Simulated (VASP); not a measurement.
Write the native input for VASP 6.6.1 that does the following.

- Task: single point
- Functional: PBE
- Potentials or basis: VASP PAW PBE potentials, release 64 (Na_pv, P)
- Cutoff: 520 eV
- k mesh: 12 × 12 × 4
- Occupations: gaussian, width 0.1 eV
- Spin: no spin polarisation
- Dipole correction: no
- Further INCAR settings: ALGO = Normal; EDIFF = 1e-07; NBANDS = 22

The structure of Na2P3 lies in POSCAR:

```
Na2P3
1.0
    3.4341310525      0.0000000000      0.0000000000
   -1.7170655262      2.9740447314      0.0000000000
    0.0000000000      0.0000000000     10.2311861123
Na P
2 3
Direct
    0.3333333333      0.6666666667      0.1993253260
    0.6666666667      0.3333333333      0.8006746740
    0.0000000000      0.0000000000      0.0000000000
    0.3333333333      0.6666666667      0.5543413433
    0.6666666667      0.3333333333      0.4456586567
```

One way to write it, as run:

INCAR

```
PREC = Accurate
ENCUT = 520
EDIFF = 1E-7
ISMEAR = 0
SIGMA = 0.1
LREAL = F
LASPH = T
NELM = 80
ALGO = Normal
ISIF = 2
LWAVE = F
LCHARG = F
GGA = PE
NBANDS = 22
```

KPOINTS

```
Automatic mesh
0
Gamma
  12 12 4
```

Potentials or basis: VASP PAW PBE potentials, release 64 (Na_pv, P).

Command:

```sh
$ cat potpaw_PBE.64/Na_pv/POTCAR potpaw_PBE.64/P/POTCAR > POTCAR
$ mpirun -np 1 vasp_std > vasp.out
```

It gave:

* Pressure: -0.1 GPa
* Largest force: 0.031 eV/Å

It took 100 s on 1 thread of AMD EPYC 9R45 96-Core Processor (Zen 5) (shared host), peak memory 0.27 GiB.
